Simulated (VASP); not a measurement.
Ta, 1 atom in the cell. It takes space group Im-3m (No. 229, cubic). The conventional cell has a = 3.285 Å, b = 3.285 Å, c = 3.285 Å, α = 90.00°, β = 90.00°, γ = 90.00°. Ta (site symmetry m-3m) has 14 Ta at 2.84 to 3.29 Å within 3.7 Å. 

| Property | Result |
| --- | --- |
| Program | VASP 6.6.1 |
| Task | single point |
| Functional | PBE |
| Dispersion | D3(BJ) |
| Potentials or basis | VASP PAW PBE potentials, release 64 (Ta_pv) |
| Cutoff | 500 eV |
| k mesh | 18 × 18 × 18 |
| Occupations | gaussian, width 0.1 eV |
| Spin | no spin polarisation |
| Dipole correction | no |
| Further INCAR settings | ALGO = Normal; EDIFF = 1e-06; NBANDS = 12 |

Potentials or basis: VASP PAW PBE potentials, release 64 (Ta_pv).

Command:

```bash
$ cat potpaw_PBE.64/Ta_pv/POTCAR > POTCAR
$ mpirun -np 1 vasp_std > vasp.out
```

Hardware: 1 thread of Intel(R) Xeon(R) 6975P-C (Granite Rapids), with other jobs on the host.

Question: Estimate the wall time of this run.

Answer: Run time: 11 s on 1 thread of Intel(R) Xeon(R) 6975P-C (Granite Rapids) (shared host), peak memory 0.17 GiB. Counts: scf iterations 11, k points 195.
